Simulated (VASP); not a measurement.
# CaO in VASP: further runs

The runs below take CaO through single point, molecular dynamics, with PBEsol.

Program: VASP 6.6.1. These are calculated values, not measurements. Logs are shortened: lines on timing, memory, paths and dates and some standing lists are left out, and cuts for length are marked.

## Step 1: The cell of the first run

The typed cell holds 8 atoms: a = 3.334 Å, b = 3.334 Å, c = 16.749 Å, α = 90.00°, β = 90.00°, γ = 90.10°.

## Step 2: Single point, PBEsol

Contents of INCAR:

```
PREC = Accurate ; ENCUT = 520
EDIFF = 1E-6 ; ISMEAR = 0
SIGMA = 0.01 ; LREAL = F
LASPH = T ; NELM = 80
ALGO = Normal ; ISIF = 2
LWAVE = F ; LCHARG = F
GGA = PS ; NBANDS = 42
```

Contents of KPOINTS:

```
Automatic mesh
0
Gamma
  4 4 1
```

Contents of POSCAR:

```
CaO
1.0
    2.3550650000     -2.3592240000      0.0000000000
    2.3550650000      2.3592240000      0.0000000000
    0.0000000000      0.0000000000     16.7489880000
Ca O
4 4
Direct
    0.0644823081      0.9276835132      0.1786594509
    0.9369659216      0.0675974344      0.8209641681
    0.4369787744      0.5600455116      0.6765518609
    0.5609140056      0.4358563595      0.3235851623
    0.0609439682      0.9486604377      0.3197020620
    0.9390382738      0.0778563767      0.6806175394
    0.4357999993      0.5581012306      0.8180248263
    0.5658673948      0.4374692435      0.1822550115
```

Potentials or basis: VASP PAW PBE potentials, release 64 (Ca_sv, O).

Run with:

```bash
$ cat potpaw_PBE.64/Ca_sv/POTCAR potpaw_PBE.64/O/POTCAR > POTCAR
$ mpirun -np 1 vasp_std > vasp.out
```

OUTCAR:

```text
PREC = Accurate
   ENCUT = 520
   EDIFF = 1E-6
   ISMEAR = 0
   LREAL = F
   LASPH = T
   NELM = 80
   ISIF = 2
   GGA = PS

 ion  position               nearest neighbor table
   1  0.064  0.928  0.179-   8 2.33   8 2.34   5 2.36   8 2.38   8 2.38
   2  0.937  0.068  0.821-   7 2.33   7 2.34   6 2.35   7 2.38   7 2.38
   3  0.437  0.560  0.677-   6 2.31   6 2.32   7 2.37   6 2.40   6 2.40
   4  0.561  0.436  0.324-   5 2.33   5 2.33   8 2.37   5 2.39   5 2.39
   5  0.061  0.949  0.320-   4 2.33   4 2.33   1 2.36   4 2.39   4 2.39
   6  0.939  0.078  0.681-   3 2.31   3 2.32   2 2.35   3 2.40   3 2.40
   7  0.436  0.558  0.818-   2 2.33   2 2.34   3 2.37   2 2.38   2 2.38
   8  0.566  0.437  0.182-   1 2.33   1 2.34   4 2.37   1 2.38   1 2.38

  LATTYP: Found a base centered orthorhombic cell.
 ALAT       =     4.7101300000
 B/A-ratio  =     1.0017659810
 C/A-ratio  =     3.5559502604

  Lattice vectors:

 A1 = (   2.3550650000,  -2.3592240000,   0.0000000000)
 A2 = (   2.3550650000,   2.3592240000,   0.0000000000)
 A3 = (   0.0000000000,   0.0000000000,  16.7489880000)

Analysis of symmetry for initial positions (statically):
=====================================================================
 Subroutine PRICEL returns:
 Original cell was already a primitive cell.

 Routine SETGRP: Setting up the symmetry group for a
 base centered orthorhombic supercell.

 Subroutine GETGRP returns: Found  1 space group operations
 (whereof  1 operations were pure point group operations)
 out of a pool of  8 trial point group operations.

The static configuration has the point symmetry C_1 .

Analysis of symmetry for dynamics (positions and initial velocities):
=====================================================================
 Subroutine PRICEL returns:
 Original cell was already a primitive cell.

 Routine SETGRP: Setting up the symmetry group for a
 base centered orthorhombic supercell.

 Subroutine GETGRP returns: Found  1 space group operations
 (whereof  1 operations were pure point group operations)
 out of a pool of  8 trial point group operations.

The dynamic configuration has the point symmetry C_1 .

 Subroutine INISYM returns: Found  1 space group operations
 (whereof  1 operations are pure point group operations),
 and found     1 'primitive' translations

----------------------------------------------------------------------------------------

                                     Primitive cell

  volume of cell :     186.1190

  direct lattice vectors                    reciprocal lattice vectors
     2.355065000 -2.359224000  0.000000000     0.212308365 -0.211934094  0.000000000
     2.355065000  2.359224000  0.000000000     0.212308365  0.211934094  0.000000000
     0.000000000  0.000000000 16.748988000     0.000000000  0.000000000  0.059705100

  length of vectors
     3.333507018  3.333507018 16.748988000     0.299984836  0.299984836  0.059705100

  position of ions in fractional coordinates (direct lattice)
     0.064482308  0.927683513  0.178659451
     0.936965922  0.067597434  0.820964168
     0.436978774  0.560045512  0.676551861
     0.560914006  0.435856360  0.323585162
     0.060943968  0.948660438  0.319702062
     0.939038274  0.077856377  0.680617539
     0.435799999  0.558101231  0.818024826
     0.565867395  0.437469243  0.182255011

  ion indices of the primitive-cell ions
   primitive index   ion index
                 1           1
                 2           2
                 3           3
                 4           4
                 5           5
                 6           6
                 7           7
                 8           8

----------------------------------------------------------------------------------------

 KPOINTS: Automatic mesh

Automatic generation of k-mesh.
 Grid dimensions read from file:
 generate k-points for:    4    4    1

 Generating k-lattice:

  Cartesian coordinates                     Fractional coordinates (reciprocal lattice)
     0.053077091 -0.052983523  0.000000000     0.250000000  0.000000000  0.000000000
     0.053077091  0.052983523  0.000000000     0.000000000  0.250000000  0.000000000
     0.000000000  0.000000000  0.059705100     0.000000000  0.000000000  1.000000000

  Length of vectors
     0.074996209  0.074996209  0.059705100

  Shift w.r.t. Gamma in fractional coordinates (k-lattice)
     0.000000000  0.000000000  0.000000000

 Subroutine IBZKPT returns following result:
 ===========================================

 Found     10 irreducible k-points:

 Following reciprocal coordinates:
            Coordinates               Weight
  0.000000  0.000000  0.000000      1.000000
  0.250000  0.000000  0.000000      2.000000
  0.000000  0.250000  0.000000      2.000000
  0.500000  0.000000  0.000000      1.000000
  0.000000  0.500000  0.000000      1.000000
  0.250000  0.250000  0.000000      2.000000
  0.500000  0.250000  0.000000      2.000000
  0.250000  0.500000  0.000000      2.000000
 -0.250000  0.250000  0.000000      2.000000
  0.500000  0.500000  0.000000      1.000000
   k-points           NKPTS =     10   k-points in BZ     NKDIM =     10   number of bands    NBANDS=     42
   number of dos      NEDOS =    301   number of ions     NIONS =      8
   total plane-waves  NPLWV =  98784
   dimension x,y,z NGX =    28 NGY =   28 NGZ =  126
   dimension x,y,z NGXF=    56 NGYF=   56 NGZF=  252
   ions per type =               4   4
   NGX,Y,Z   is equivalent  to a cutoff of  13.96, 13.96, 12.51 a.u.
   NGXF,Y,Z  is equivalent  to a cutoff of  27.93, 27.93, 25.01 a.u.
 SYSTEM =  unknown system
   PREC   = accura    normal or accurate (medium, high low for compatibility)
   ISTART =      0    job   : 0-new  1-cont  2-samecut
   ICHARG =      2    charge: 1-file 2-atom 10-const
   ISPIN  =      1    spin polarized calculation?
   LNONCOLLINEAR =      F non collinear calculations
   LSORBIT =      F    spin-orbit coupling
   LASPH  =      T    aspherical Exc in radial PAW
   ENCUT  =  520.0 eV  38.22 Ry    6.18 a.u.   6.20  6.20 31.14*2*pi/ulx,y,z
   NELM   =     80;   NELMIN=  2; NELMDL= -5     # of ELM steps
   EDIFF  = 0.1E-05   stopping-criterion for ELM
   LREAL  =      F    real-space projection
   EDIFFG = 0.1E-04   stopping-criterion for IOM
   NSW    =      0    number of steps for IOM
   IBRION =     -1    ionic relax: 0-MD 1-quasi-New 2-CG
   NFREE  =      0    steps in history (QN), initial steepest desc. (CG)
   ISIF   =      2    stress and relaxation
   ISYM   =      2    0-nonsym 1-usesym 2-fastsym
   POTIM  = 0.5000    time-step for ionic-motion
   TEBEG  =    0.0;   TEEND  =   0.0 temperature during run
   PSTRESS=    0.0 pullay stress
   NELECT =      64.0000    total number of electrons
   NUPDOWN=      -1.0000    fix difference up-down
   EMIN   =  10.00;   EMAX   =-10.00  energy-range for DOS
   EFERMI =   0.00;   METHOD = LEGACY
   ISMEAR =     0;   SIGMA  =   0.01  broadening in eV -4-tet -1-fermi 0-gaus
   EFERMI_NEDOS =   21; number of points for ismear=-14 and -15
   IALGO  =     38    algorithm
   IMIX   =      4    mixing-type and parameters
     AMIX     =   0.40;   BMIX     =  1.00
     AMIX_MAG =   1.60;   BMIX_MAG =  1.00
  volume/ion in A,a.u.               =      23.26       157.00
  Fermi-wavevector in a.u.,A,eV,Ry     =   1.146933  2.167389 17.897847  1.315455
  Thomas-Fermi vector in A             =   2.283615
   LORBIT       =      0    0 simple, 1 ext, 2 COOP (PROOUT), +10 PAW based schemes
   GGA     = PS    functional components
   LHFCALC =     F    Hartree Fock is set to
   AEXX    =    0.0000 exact exchange contribution
   IVDW    =     0    specifies the selected vdW correction
   LEPSILON=     F    determine dielectric tensor
   LRPA    =     F    only Hartree local field effects (RPA)
 non-spin polarized calculation
 Gauss-broadening in eV      SIGMA  =   0.01
  energy-cutoff  :      520.00
  volume of cell :      186.12
 maximum number of plane-waves:      5072
 NGX is ok and might be reduce to    28
   NGX = 13   NGY = 13   NGZ = 63

 number of electron      64.0000001 magnetization

 Free energy of the ion-electron system (eV)
  ---------------------------------------------------
  ext. energy  EPLUGINS =         0.00000000
  ---------------------------------------------------
  free energy    TOTEN  =       -51.68534758 eV

  energy without entropy =      -51.68534758  energy(sigma->0) =      -51.68534758

 E-fermi :   0.0811     XC(G=0):  -7.3918

 val. band max:       -0.0710699376   @ k =   0.0000   0.0000   0.0000
 cond. band min:       1.9688990247   @ k =   0.0000   0.0000   0.0000
 fundamental gap:      2.0399689624
 Fermi energy:         0.0810961159

 k-point     1 :       0.0000    0.0000    0.0000
  band No.  band energies     occupation
      1     -37.8614      2.00000
      2     -37.8360      2.00000
      3     -37.7592      2.00000
      4     -37.7498      2.00000
      5     -19.3698      2.00000
      6     -19.3544      2.00000
[... 34 lines left out ...]
     41       6.3712      0.00000
     42       6.7081      0.00000

 k-point     2 :       0.2500    0.0000    0.0000
  band No.  band energies     occupation
      1     -37.8325      2.00000
      2     -37.8040      2.00000
      3     -37.7464      2.00000
      4     -37.7338      2.00000
      5     -19.4468      2.00000
      6     -19.4288      2.00000
[... 34 lines left out ...]
     41       6.3645      0.00000
     42       6.4684      0.00000

 k-point     3 :       0.0000    0.2500    0.0000
  band No.  band energies     occupation
      1     -37.8326      2.00000
      2     -37.8041      2.00000
      3     -37.7464      2.00000
      4     -37.7338      2.00000
      5     -19.4467      2.00000
      6     -19.4284      2.00000
[... 267 lines left out ...]
      4     -37.7162      2.00000
      5     -19.4191      2.00000
      6     -19.4004      2.00000
[... 34 lines left out ...]
     41       6.7505      0.00000
     42       6.7789      0.00000

 k-point    10 :       0.5000    0.5000    0.0000
  band No.  band energies     occupation
      1     -37.7626      2.00000
      2     -37.7261      2.00000
      3     -37.6997      2.00000
      4     -37.6789      2.00000
      5     -19.2133      2.00000
      6     -19.2065      2.00000
[... 34 lines left out ...]
     41       6.9478      0.00000
     42       7.0433      0.00000

------------------------ aborting loop because EDIFF is reached ----------------------------------------

  FORCE on cell =-STRESS in cart. coord.  units (eV):
  Direction    XX          YY          ZZ          XY          YZ          ZX
  --------------------------------------------------------------------------------------
  -------------------------------------------------------------------------------------
  Total       -3.1595417     -3.4115295     -1.9524574     -0.0188024     -0.1766212     -0.0212314
  in kB      -27.1984418    -29.3676415    -16.8074375     -0.1618577     -1.5204175     -0.1827671
  external PRESSURE =     -24.4578403 kB  Pullay stress =       0.0000000 kB

 VOLUME and BASIS-vectors are now :
 -----------------------------------------------------------------------------
  energy-cutoff  :      520.00
  volume of cell :      186.12
      direct lattice vectors                 reciprocal lattice vectors
     2.355065000 -2.359224000  0.000000000     0.212308365 -0.211934094  0.000000000
     2.355065000  2.359224000  0.000000000     0.212308365  0.211934094  0.000000000
     0.000000000  0.000000000 16.748988000     0.000000000  0.000000000  0.059705100

 POSITION                                       TOTAL-FORCE (eV/Angst)
 -----------------------------------------------------------------------------------
      2.33661      2.03648      2.99236         0.115443      0.118378      0.362526
      2.36581     -2.05103     13.75032        -0.074546     -0.060465     -0.274761
      2.34806      0.29034     11.33156         0.154123      0.124306      0.418232
      2.34746     -0.29504      5.41972         0.090860      0.054880     -0.416858
      2.37768      2.09432      5.35469        -0.123767     -0.141825      0.021369
      2.39485     -2.03172     11.39966        -0.184305     -0.135548     -0.056078
      2.34070      0.28854     13.70109         0.104647      0.076306     -0.087365
      2.36292     -0.30292      3.05259        -0.082454     -0.036033      0.032935
 -----------------------------------------------------------------------------------
    total drift:                               -0.000040     -0.000195     -0.000262

  FREE ENERGIE OF THE ION-ELECTRON SYSTEM (eV)
  ---------------------------------------------------
  free  energy   TOTEN  =       -51.6853475788 eV

  energy  without entropy=      -51.6853475788  energy(sigma->0) =      -51.68534758
```

Wall time 2.7 min (1 thread of Oxide Virtual Turin-like, shared host); peak memory 0.28 GiB.

What came out:

| Property | Result |
| --- | --- |
| Free energy | -51.6853 eV |
| Pressure | -2.4 GPa |
| Largest force | 0.463 eV/Å |
| Band gap on the k mesh | 2.04 eV, direct |

Forces in eV/Å, atoms in the order of the input:
```
Ca   0.115  0.118  0.363
Ca  -0.075 -0.060 -0.275
Ca   0.154  0.124  0.418
Ca   0.091  0.055 -0.417
O   -0.124 -0.142  0.021
O   -0.184 -0.136 -0.056
O    0.105  0.076 -0.087
O   -0.082 -0.036  0.033
```

Caveat: the k points lie up to 0.47 Å⁻¹ apart; the PAW data sets were made with another functional, which shifts forces and pressure a little. A hybrid or GW would open this gap; PBEsol tends to underestimate it.

(Part 1 of 2 ends here.)
